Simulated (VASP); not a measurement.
A run of VASP 6.6.1:

INCAR

```
ALGO = Normal
DIPOL = 0.5 0.5 0.500
EDIFF = 1E-6
ENCUT = 520
GGA = PS
IDIPOL = 3
ISIF = 2
ISMEAR = -1
LASPH = True
LCHARG = False
LDIPOL = True
LREAL = False
LWAVE = False
NBANDS = 24
NELM = 60
PREC = Accurate
SIGMA = 0.05
```

Contents of KPOINTS:

```
k-points
0
Gamma
  14 10 1
```

The input POSCAR:

```
Ag
1.0
    2.8669514164      0.0000000000      0.0000000000
    0.0000000000      4.0544815757      0.0000000000
    0.0000000000      0.0000000000     18.8670000000
Ag
3
Direct
    0.0000000000      0.0000000000      0.4240220645
    0.5000000000      0.5000000000      0.5000000000
    0.0000000000      0.0000000000      0.5759779355
```

Potentials or basis: VASP PAW PBE potentials, release 64 (Ag).

The run is started by

```sh
$ cat potpaw_PBE.64/Ag/POTCAR > POTCAR
$ mpirun -np 1 vasp_std > vasp.out
```

Hardware: 1 thread of Intel(R) Xeon(R) Platinum 8559C (Emerald Rapids), with other jobs on the host.

**Question.** Estimate the wall time of this run.

**Answer.** It took 3.4 min on 1 thread of Intel(R) Xeon(R) Platinum 8559C (Emerald Rapids), on a shared host, peak memory 0.42 GiB. Counts: scf iterations 20, k points 48.
